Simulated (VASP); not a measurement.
Set up this calculation in VASP 6.6.1, as the native input.

```
Task                   : single point
Functional             : PBE
Potentials or basis    : VASP PAW PBE potentials, release 64 (Li_sv, H)
Cutoff                 : 750 eV
k mesh                 : 6 × 6 × 1
Occupations            : gaussian, width 0.1 eV
Spin                   : no spin polarisation
Dipole correction      : no
Further INCAR settings : ALGO = Normal; EDIFF = 1e-06; NBANDS = 21
```

The structure of LiH lies in POSCAR:

```
LiH
1.0
    2.8125483663      0.0000000000      0.0000000000
   -1.4062741832      2.4357383346      0.0000000000
    0.0000000000      0.0000000000     11.8418048291
Li H
5 5
Direct
    0.0000000000      1.0000000000      0.7929779085
    0.0000000000      0.0000000000      0.0000000000
    0.0000000000      0.0000000000      0.2070220915
    0.3333333333      0.6666666667      0.4023000320
    0.6666666667      0.3333333333      0.5976999680
    0.3333333333      0.6666666667      0.6954143709
    0.6666666667      0.3333333333      0.8965773818
    0.3333333333      0.6666666667      0.1034226182
    0.6666666667      0.3333333333      0.3045856291
    0.0000000000      1.0000000000      0.5000000000
```

These files were run (other wordings do the same):

INCAR

```
  PREC = Accurate
  ENCUT = 750
  EDIFF = 1E-6
  ISMEAR = 0
  SIGMA = 0.1
  LREAL = F
  LASPH = T
  NELM = 120
  ALGO = Normal
  ISIF = 2
  LWAVE = F
  LCHARG = F
  GGA = PE
  NBANDS = 21
  GGA_COMPAT = F
```

KPOINTS

```
regular mesh
0
Gamma
  6 6 1
```

Potentials or basis: VASP PAW PBE potentials, release 64 (Li_sv, H).

Launch:

```console
$ cat potpaw_PBE.64/Li_sv/POTCAR potpaw_PBE.64/H/POTCAR > POTCAR
$ mpirun -np 1 vasp_std > vasp.out
```

Results of the run:

* Pressure: -0.2 GPa
* Band gap on the k mesh: 3.50 eV

Caveat: the k points lie up to 0.53 Å⁻¹ apart; an odd mesh through Γ misses points on the zone boundary, where band edges can lie.

Wall time 57 s on 1 thread of Intel Xeon 8259CL (shared host), peak memory 0.26 GiB.
